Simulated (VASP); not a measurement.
NiO, 4 atoms in the cell. The typed cell holds 4 atoms: a = 3.007 Å, b = 3.007 Å, c = 5.203 Å, α = 73.21°, β = 90.00°, γ = 60.00°. 

* Program: VASP 6.6.1
* Task: single point
* Functional: PBE
* Potentials or basis: VASP PAW PBE potentials, release 64 (Ni, O)
* Cutoff: 520 eV
* k mesh: 10 × 10 × 10
* Occupations: gaussian, width 0.05 eV
* Spin: collinear spin, antiferromagnetic start
* Starting moments: [1.85, -1.85, 0.0, 0.0] μB
* Hubbard terms: Ni d U = 6.2 eV
* Dipole correction: no
* Further INCAR settings: ALGO = Normal; EDIFF = 1e-06; NBANDS = 28

Potentials or basis: VASP PAW PBE potentials, release 64 (Ni, O).

Command:

```bash
$ cat potpaw_PBE.64/Ni/POTCAR potpaw_PBE.64/O/POTCAR > POTCAR
$ mpirun -np 1 vasp_std > vasp.out
```

Hardware: 1 thread of Intel(R) Xeon(R) 6975P-C (Granite Rapids) (shared host).

Estimate the wall time of this run.

Wall time 97 s on 1 thread of Intel(R) Xeon(R) 6975P-C (Granite Rapids), on a shared host, peak memory 0.3 GiB. Counts: scf iterations 17, k points 116.
